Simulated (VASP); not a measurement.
The system is TeP2.

```
Te P
1.0
     0.00000    3.11575    3.11575
     3.11575    0.00000    3.11575
     3.11575    3.11575    0.00000
Te P
1 2
Direct
  0.00000 0.00000 0.00000
  0.25000 0.25000 0.25000
  0.75000 0.75000 0.75000
```

```yaml
Program: VASP 6.6.1
Task: relaxation of cell and atoms
Functional: PBE
Potentials_or_basis: VASP PAW PBE potentials, release 64 (Te, P)
Cutoff: 600 eV
k_mesh: 6 × 6 × 6
Occupations: gaussian, width 0.1 eV
Spin: no spin polarisation
```

At the start: pressure 12.0 GPa; volume 20.16 Å³/atom.

Task: Where does the relaxation end?

Result: Over 3 steps the energy falls by 104.7 meV/atom and the volume is 23.32 Å³/atom (+15.6 %); space group Fm-3m (No. 225, to 0.05 Å).

The path:
```csv
step,energy change (eV),largest force (eV/Å),pressure (GPa),volume (Å³)
1,0.0000,0.0000,12.03,60.49
2,-0.2601,0.0000,-3.44,74.74
3,-0.3142,0.0000,0.02,69.95
```

Final structure:
```
Te P
1.0
     0.00000    3.27027    3.27027
     3.27027    0.00000    3.27027
     3.27027    3.27027    0.00000
Te P
1 2
Direct
  0.00000 0.00000 0.00000
  0.25000 0.25000 0.25000
  0.75000 0.75000 0.75000
```

Caveat: the volume moved by over 15 % at a fixed basis, so the end points are rough.
